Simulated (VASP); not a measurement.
# Pt (Fm-3m) in VASP: single point with LDA

Aim: the single point of Pt with LDA.

All numbers are computed with VASP 6.6.1; they aren't measurements. Logs are shortened: lines on timing, memory, paths and dates and some standing lists are left out, and cuts for length are marked.

## 1. The cell of the first run

Symmetry: Fm-3m, No. 225, cubic system. Conventional cell: a = 3.922 Å, b = 3.922 Å, c = 3.922 Å, α = 90.00°, β = 90.00°, γ = 90.00°. Pt (site symmetry m-3m) has 12 Pt at 2.77 Å within 3.7 Å.

## 2. Single point, LDA

File INCAR:

```
PREC = Accurate ; ENCUT = 520
EDIFF = 1E-7 ; ISMEAR = 1
SIGMA = 0.1 ; LREAL = F
LASPH = T ; NELM = 80
ALGO = Normal ; ISIF = 2
LWAVE = F ; LCHARG = F
ISYM = 0 ; NBANDS = 11
```

File KPOINTS:

```
Automatic mesh
0
Gamma
  10 10 10
  0.5 0.5 0.5
```

File POSCAR:

```
Pt
1.0
    2.7731310000      0.0000000000      0.0000000000
    1.3865655000      2.4016018940      0.0000000000
    1.3865655000      0.8005339647      2.2642519800
Pt
1
Direct
    0.0000000000      0.0000000000      0.0000000000
```

Potentials or basis: VASP PAW LDA potentials, release 64 (Pt).

Launch:

```
$ cat potpaw_LDA.64/Pt/POTCAR > POTCAR
$ mpirun -np 1 vasp_std > vasp.out
```

OUTCAR:

```text
PREC = Accurate
   ENCUT = 520
   EDIFF = 1E-7
   ISMEAR = 1
   LREAL = F
   LASPH = T
   NELM = 80
   ISIF = 2
   ISYM = 0

 ion  position               nearest neighbor table
   1  0.000  0.000  0.000-

IMPORTANT INFORMATION: All symmetrisations will be switched off!
NOSYMM: (Re-)initialisation of all symmetry stuff for point group C_1.

----------------------------------------------------------------------------------------

                                     Primitive cell

  volume of cell :      15.0798

  direct lattice vectors                    reciprocal lattice vectors
     2.773131000  0.000000000  0.000000000     0.360603232 -0.208194373 -0.147215653
     1.386565500  2.401601894  0.000000000     0.000000000  0.416388746 -0.147215653
     1.386565500  0.800533965  2.264251980     0.000000000  0.000000000  0.441646958

  length of vectors
     2.773131000  2.773131000  2.773131000     0.441646958  0.441646958  0.441646958

  position of ions in fractional coordinates (direct lattice)
     0.000000000  0.000000000  0.000000000

  ion indices of the primitive-cell ions
   primitive index   ion index
                 1           1

----------------------------------------------------------------------------------------

 KPOINTS: Automatic mesh

Automatic generation of k-mesh.
 Grid dimensions read from file:
 generate k-points for:   10   10   10

 Generating k-lattice:

  Cartesian coordinates                     Fractional coordinates (reciprocal lattice)
     0.036060323 -0.020819437 -0.014721565     0.100000000  0.000000000  0.000000000
     0.000000000  0.041638875 -0.014721565     0.000000000  0.100000000 -0.000000000
     0.000000000  0.000000000  0.044164696     0.000000000  0.000000000  0.100000000

  Length of vectors
     0.044164696  0.044164696  0.044164696

  Shift w.r.t. Gamma in fractional coordinates (k-lattice)
     0.500000000  0.500000000  0.500000000

 Subroutine IBZKPT returns following result:
 ===========================================

 Found   2000 irreducible k-points:

 Following reciprocal coordinates:
            Coordinates               Weight
  0.050000  0.050000  0.050000      2.000000
  0.050000  0.000000  0.000000      2.000000
  0.000000  0.000000 -0.050000      2.000000
  0.000000  0.050000  0.000000      2.000000
  0.150000  0.050000  0.050000      2.000000
  0.050000  0.150000  0.050000      2.000000
[... 16 lines left out ...]
  0.000000  0.200000 -0.050000      2.000000
  0.200000  0.000000 -0.050000      2.000000
 [... further k-points ...]
   k-points           NKPTS =   2000   k-points in BZ     NKDIM =   2000   number of bands    NBANDS=     11
   number of dos      NEDOS =    301   number of ions     NIONS =      1
   total plane-waves  NPLWV =  13824
   dimension x,y,z NGX =    24 NGY =   24 NGZ =   24
   dimension x,y,z NGXF=    48 NGYF=   48 NGZF=   48
   ions per type =               1
   NGX,Y,Z   is equivalent  to a cutoff of  14.39, 14.39, 14.39 a.u.
   NGXF,Y,Z  is equivalent  to a cutoff of  28.78, 28.78, 28.78 a.u.
 SYSTEM =  unknown system
   PREC   = accura    normal or accurate (medium, high low for compatibility)
   ISTART =      0    job   : 0-new  1-cont  2-samecut
   ICHARG =      2    charge: 1-file 2-atom 10-const
   ISPIN  =      1    spin polarized calculation?
   LNONCOLLINEAR =      F non collinear calculations
   LSORBIT =      F    spin-orbit coupling
   LASPH  =      T    aspherical Exc in radial PAW
   ENCUT  =  520.0 eV  38.22 Ry    6.18 a.u.   5.16  5.16  5.16*2*pi/ulx,y,z
   NELM   =     80;   NELMIN=  2; NELMDL= -5     # of ELM steps
   EDIFF  = 0.1E-06   stopping-criterion for ELM
   LREAL  =      F    real-space projection
   EDIFFG = 0.1E-05   stopping-criterion for IOM
   NSW    =      0    number of steps for IOM
   IBRION =     -1    ionic relax: 0-MD 1-quasi-New 2-CG
   NFREE  =      0    steps in history (QN), initial steepest desc. (CG)
   ISIF   =      2    stress and relaxation
   ISYM   =      0    0-nonsym 1-usesym 2-fastsym
   POTIM  = 0.5000    time-step for ionic-motion
   TEBEG  =    0.0;   TEEND  =   0.0 temperature during run
   PSTRESS=    0.0 pullay stress
   NELECT =      10.0000    total number of electrons
   NUPDOWN=      -1.0000    fix difference up-down
   EMIN   =  10.00;   EMAX   =-10.00  energy-range for DOS
   EFERMI =   0.00;   METHOD = LEGACY
   ISMEAR =     1;   SIGMA  =   0.10  broadening in eV -4-tet -1-fermi 0-gaus
   EFERMI_NEDOS =   21; number of points for ismear=-14 and -15
   IALGO  =     38    algorithm
   IMIX   =      4    mixing-type and parameters
     AMIX     =   0.40;   BMIX     =  1.00
     AMIX_MAG =   1.60;   BMIX_MAG =  1.00
  volume/ion in A,a.u.               =      15.08       101.76
  Fermi-wavevector in a.u.,A,eV,Ry     =   1.427610  2.697791 27.729613  2.038069
  Thomas-Fermi vector in A             =   2.547761
   LORBIT       =      0    0 simple, 1 ext, 2 COOP (PROOUT), +10 PAW based schemes
   GGA     = CA    functional components
   LHFCALC =     F    Hartree Fock is set to
   AEXX    =    0.0000 exact exchange contribution
   IVDW    =     0    specifies the selected vdW correction
   LEPSILON=     F    determine dielectric tensor
   LRPA    =     F    only Hartree local field effects (RPA)
 non-spin polarized calculation
 Methfessel and Paxton  Order N= 1 SIGMA  =   0.10
  energy-cutoff  :      520.00
  volume of cell :       15.08
 maximum number of plane-waves:       414
 NGX is ok and might be reduce to    24
   NGX = 11   NGY = 11   NGZ = 11

 number of electron      10.0000000 magnetization

 Free energy of the ion-electron system (eV)
  ---------------------------------------------------
  ext. energy  EPLUGINS =         0.00000000
  ---------------------------------------------------
  free energy    TOTEN  =        -7.50004649 eV

  energy without entropy =       -7.49964351  energy(sigma->0) =       -7.49991217

 E-fermi :  11.1593     XC(G=0): -13.6875

 val. band max:       11.1588875053   @ k =   0.4500   0.5000  -0.3000
 cond. band min:      11.1725057199   @ k =   0.1000   0.1000  -0.3500
 fundamental gap:      0.0136182147
 Fermi energy:        11.1592556355

 k-point     1 :       0.0500    0.0500    0.0500
  band No.  band energies     occupation
      1       0.9944      2.00000
      2       7.2751      2.00000
      3       7.3617      2.00000
      4       7.3617      2.00000
      5       9.4947      2.00000
      6       9.4947      2.00000
      7      25.9199      0.00000
      8      30.1416      0.00000
      9      30.8419      0.00000
     10      30.8419      0.00000
     11      36.7455      0.00000

 k-point     2 :       0.0500    0.0000    0.0000
  band No.  band energies     occupation
      1       0.9944      2.00000
      2       7.2751      2.00000
      3       7.3617      2.00000
      4       7.3617      2.00000
      5       9.4947      2.00000
      6       9.4947      2.00000
      7      25.9199      0.00000
      8      30.1416      0.00000
      9      30.8419      0.00000
     10      30.8419      0.00000
     11      36.7455      0.00000

 k-point     3 :       0.0000    0.0000   -0.0500
  band No.  band energies     occupation
      1       0.9944      2.00000
      2       7.2751      2.00000
      3       7.3617      2.00000
      4       7.3617      2.00000
      5       9.4947      2.00000
      6       9.4947      2.00000
      7      25.9199      0.00000
      8      30.1416      0.00000
      9      30.8419      0.00000
     10      30.8419      0.00000
     11      36.7455      0.00000

 k-point     4 :       0.0000    0.0500    0.0000
  band No.  band energies     occupation
      1       0.9944      2.00000
      2       7.2751      2.00000
      3       7.3617      2.00000
      4       7.3617      2.00000
      5       9.4947      2.00000
      6       9.4947      2.00000
      7      25.9199      0.00000
      8      30.1416      0.00000
      9      30.8419      0.00000
     10      30.8419      0.00000
     11      36.7455      0.00000

 k-point     5 :       0.1500    0.0500    0.0500
  band No.  band energies     occupation
      1       1.5154      2.00000
      2       7.0422      2.00000
      3       7.5445      2.00000
      4       7.5847      2.00000
      5       9.2657      2.00000
      6       9.5518      2.00000
      7      26.6861      0.00000
      8      28.4507      0.00000
      9      30.9796      0.00000
     10      31.9825      0.00000
     11      37.3548      0.00000

 k-point     6 :       0.0500    0.1500    0.0500
  band No.  band energies     occupation
      1       1.5154      2.00000
      2       7.0422      2.00000
      3       7.5445      2.00000
      4       7.5847      2.00000
      5       9.2657      2.00000
      6       9.5518      2.00000
      7      26.6861      0.00000
      8      28.4507      0.00000
      9      30.9796      0.00000
     10      31.9826      0.00000
     11      37.3548      0.00000

 k-point     7 :       0.0500    0.0500    0.1500
  band No.  band energies     occupation
      1       1.5154      2.00000
      2       7.0422      2.00000
      3       7.5445      2.00000
      4       7.5847      2.00000
      5       9.2657      2.00000
      6       9.5518      2.00000
      7      26.6861      0.00000
      8      28.4507      0.00000
      9      30.9796      0.00000
     10      31.9826      0.00000
     11      37.3548      0.00000

 k-point     8 :       0.0500    0.0000   -0.1000
  band No.  band energies     occupation
      1       1.5154      2.00000
      2       7.0422      2.00000
      3       7.5445      2.00000
      4       7.5847      2.00000
      5       9.2657      2.00000
      6       9.5518      2.00000
      7      26.6861      0.00000
      8      28.4507      0.00000
      9      30.9796      0.00000
     10      31.9826      0.00000
     11      37.3548      0.00000
[... 141 lines left out ...]
 k-point    19 :       0.0500    0.0500    0.2500
  band No.  band energies     occupation
      1       2.6288      2.00000
      2       6.8205      2.00000
      3       7.7403      2.00000
      4       7.7788      2.00000
      5       9.2449      2.00000
      6       9.8152      2.00000
      7      25.5801      0.00000
      8      27.6781      0.00000
      9      32.1121      0.00000
     10      34.0614      0.00000
     11      34.1188      0.00000

 k-point    20 :       0.0500    0.0000   -0.2000
  band No.  band energies     occupation
      1       2.6288      2.00000
      2       6.8205      2.00000
      3       7.7403      2.00000
      4       7.7788      2.00000
      5       9.2449      2.00000
      6       9.8152      2.00000
      7      25.5801      0.00000
      8      27.6781      0.00000
      9      32.1121      0.00000
     10      34.0614      0.00000
     11      34.1188      0.00000

 k-point    21 :       0.2500    0.2000    0.2000
  band No.  band energies     occupation
      1       2.6288      2.00000
      2       6.8205      2.00000
      3       7.7403      2.00000
      4       7.7788      2.00000
      5       9.2449      2.00000
      6       9.8152      2.00000
      7      25.5801      0.00000
      8      27.6781      0.00000
      9      32.1121      0.00000
     10      34.0614      0.00000
     11      34.1188      0.00000

 k-point    22 :       0.0500   -0.2000    0.0000
  band No.  band energies     occupation
      1       2.6288      2.00000
      2       6.8205      2.00000
      3       7.7403      2.00000
      4       7.7788      2.00000
      5       9.2449      2.00000
      6       9.8152      2.00000
      7      25.5801      0.00000
      8      27.6781      0.00000
      9      32.1121      0.00000
     10      34.0614      0.00000
     11      34.1188      0.00000

 k-point    23 :       0.0000    0.2000   -0.0500
  band No.  band energies     occupation
      1       2.6288      2.00000
      2       6.8205      2.00000
      3       7.7403      2.00000
      4       7.7788      2.00000
      5       9.2449      2.00000
      6       9.8152      2.00000
      7      25.5801      0.00000
      8      27.6781      0.00000
      9      32.1121      0.00000
     10      34.0614      0.00000
     11      34.1188      0.00000

 k-point    24 :       0.2000    0.0000   -0.0500
  band No.  band energies     occupation
      1       2.6288      2.00000
      2       6.8205      2.00000
      3       7.7403      2.00000
      4       7.7788      2.00000
      5       9.2449      2.00000
      6       9.8152      2.00000
      7      25.5801      0.00000
      8      27.6781      0.00000
      9      32.1121      0.00000
     10      34.0614      0.00000
     11      34.1188      0.00000

 [... further k-points ...]
[... 5 lines left out ...]
  --------------------------------------------------------------------------------------
  -------------------------------------------------------------------------------------
  Total       -0.5259456     -0.5259449     -0.5259448     -0.0000002      0.0000003     -0.0000003
  in kB      -55.8798575    -55.8797789    -55.8797631     -0.0000166      0.0000288     -0.0000355
  external PRESSURE =     -55.8797998 kB  Pullay stress =       0.0000000 kB

 VOLUME and BASIS-vectors are now :
 -----------------------------------------------------------------------------
  energy-cutoff  :      520.00
  volume of cell :       15.08
      direct lattice vectors                 reciprocal lattice vectors
     2.773131000  0.000000000  0.000000000     0.360603232 -0.208194373 -0.147215653
     1.386565500  2.401601894  0.000000000     0.000000000  0.416388746 -0.147215653
     1.386565500  0.800533965  2.264251980     0.000000000  0.000000000  0.441646958

 POSITION                                       TOTAL-FORCE (eV/Angst)
 -----------------------------------------------------------------------------------
      0.00000      0.00000      0.00000        -0.000000     -0.000000     -0.000000
 -----------------------------------------------------------------------------------
    total drift:                               -0.000000     -0.000000     -0.000000

  FREE ENERGIE OF THE ION-ELECTRON SYSTEM (eV)
  ---------------------------------------------------
  free  energy   TOTEN  =        -7.5000464920 eV

  energy  without entropy=       -7.4996435123  energy(sigma->0) =       -7.49991217
```

Run time: 2.2 min. Hardware: 1 thread of Intel Xeon Platinum 8375C at 2.90GHz (Ice Lake), shared host; peak memory 0.42 GiB.

What came out:

```yaml
Free_energy: -7.5000 eV
Pressure: -5.6 GPa
Band_gap_on_the_k_mesh: zero (band 5 reaches 11.57 eV, above the bottom of band 6 at 9.40 eV)
```

Caveat: spin-orbit coupling is left out, which moves the levels of the heavy elements.
